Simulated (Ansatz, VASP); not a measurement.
**One calculation of BiPt3, two programs**

```
Bi Pt
1.0
     4.10103    0.00000    0.00000
     0.00000    4.10103    0.00000
     0.00000    0.00000    4.10103
Bi Pt
1 3
Direct
  0.00000 0.00000 0.00000
  0.50000 0.50000 0.00000
  0.50000 0.00000 0.50000
  0.00000 0.50000 0.50000
```

Alike in both runs: task single point; functional PBE; k mesh 7 × 7 × 7; occupations fermi-dirac, width 0.05 eV; no spin polarisation.

```csv
,VASP,Ansatz
version,VASP 6.6.1,Ansatz 0.2.0
potentials or method,"VASP PAW PBE potentials, release 64 (Bi_d, Pt)",Ansatz PAW
plane-wave cutoff (eV),520,420
valence electrons in the cell,45,69
```

|  | VASP | Ansatz | Ansatz less VASP |
| --- | --- | --- | --- |
| gap on the k mesh at the Fermi level (eV) | none | none | - |
| pressure (GPa) | 10.1 | 10.2 | +0.11 |

A gap of «none» marks a metal or a gap that the smearing closes. VASP's potentials hold 45 valence electrons a cell and Ansatz's 69, so a difference there can come from the potentials and not from the codes.

Neither program's run includes spin-orbit coupling.
